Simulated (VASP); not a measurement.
The system is CdS (rocksalt type).

```
Cd S
1.0
     0.00000    2.52285    2.52285
     2.52285    0.00000    2.52285
     2.52285    2.52285    0.00000
Cd S
1 1
Direct
  0.00000 0.00000 0.00000
  0.50000 0.50000 0.50000
```

```yaml
Program: VASP 6.6.1
Task: relaxation of cell and atoms
Functional: PBE
Potentials_or_basis: VASP PAW PBE potentials, release 64 (Cd, S)
Cutoff: 600 eV
k_mesh: 14 × 14 × 14
Occupations: fermi-dirac, width 0.08 eV
Spin: no spin polarisation
```

At the start: pressure 34.8 GPa; volume 16.06 Å³/atom.

Q: How do energy, volume and symmetry change on relaxing?

A: Over 17 steps the energy falls by 406.2 meV/atom and the volume is 20.84 Å³/atom (+29.8 %); space group Fm-3m (No. 225, to 0.1 Å) before and after.

Step by step:
```csv
step,energy change (eV),largest force (eV/Å),pressure (GPa),volume (Å³)
1,0.0000,0.0000,34.80,32.11
2,-0.4809,0.0000,-9.22,51.20
3,-0.8123,0.0000,-0.12,41.76
4,-0.8122,0.0000,0.28,41.55
5,-0.8122,0.0000,0.27,41.55
6,-0.8122,0.0000,0.25,41.56
7,-0.8122,0.0000,0.25,41.56
8,-0.8122,0.0000,0.25,41.56
9,-0.8122,0.0000,0.25,41.56
10,-0.8122,0.0000,0.25,41.56
11,-0.8122,0.0000,0.25,41.56
12,-0.8122,0.0000,0.26,41.56
13,-0.8122,0.0000,0.23,41.57
14,-0.8122,0.0000,0.22,41.57
15,-0.8122,0.0000,0.20,41.59
16,-0.8123,0.0000,0.13,41.62
17,-0.8123,0.0000,0.03,41.69
```

Final structure:
```
CELL_PARAMETERS angstrom
0.00000 2.75204 2.75204
2.75204 0.00000 2.75204
2.75204 2.75204 0.00000
ATOMIC_POSITIONS crystal
Cd 0.00000 0.00000 0.00000
S 0.50000 0.50000 0.50000
```

Caveat: the volume moved by over 15 % at a fixed basis, so the end points are rough.
